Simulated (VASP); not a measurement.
Here is a VASP 6.6.1 calculation.

File POSCAR:

```
BN
1.0
    0.0000000000      1.8075000000      1.8075000000
    1.8075000000      0.0000000000      1.8075000000
    1.8075000000      1.8075000000      0.0000000000
B N
1 1
Direct
    0.0000000000      0.0000000000      0.0000000000
    0.2500000000      0.2500000000      0.2500000000
```

File INCAR.step1:

```
ALGO = Normal
EDIFF = 1E-5
ENCUT = 520
GGA = PE
GGA_COMPAT = F
ISIF = 2
ISMEAR = 0
LASPH = T
LREAL = F
LWAVE = T
NBANDS = 11
NELM = 120
PREC = Accurate
SIGMA = 0.01
```

The input INCAR.step2:

```
ALGO = Normal
EDIFF = 1E-6
ENCUT = 520
GGA = PE
GGA_COMPAT = F
HFSCREEN = 0.2079
ISIF = 2
ISMEAR = 0
ISTART = 1
LASPH = T
LCHARG = T
LELF = T
LHFCALC = T
LREAL = F
LVHAR = T
LWAVE = F
NBANDS = 11
NELM = 120
PREC = Accurate
PRECFOCK = Normal
SIGMA = 0.01
```

File KPOINTS:

```
k-points
0
Gamma
  6 6 6
```

Potentials or basis: VASP PAW PBE potentials, release 64 (B, N).

Command:

```console
$ cat potpaw_PBE.64/B/POTCAR potpaw_PBE.64/N/POTCAR > POTCAR
$ cp INCAR.step1 INCAR
$ mpirun -np 1 vasp_std > vasp.out
$ cp INCAR.step2 INCAR
$ mpirun -np 1 vasp_std > vasp.out
```

Problem. Predict the band gap on the k mesh.

Solution. 5.78 eV (least direct gap 10.55 eV).

Problem. Predict the pressure.

Solution. -5.6 GPa.

Caveat: the k points lie up to 0.50 Å⁻¹ apart; the PAW data sets were made with another functional, which shifts forces and pressure a little. A k mesh can miss the band edges.
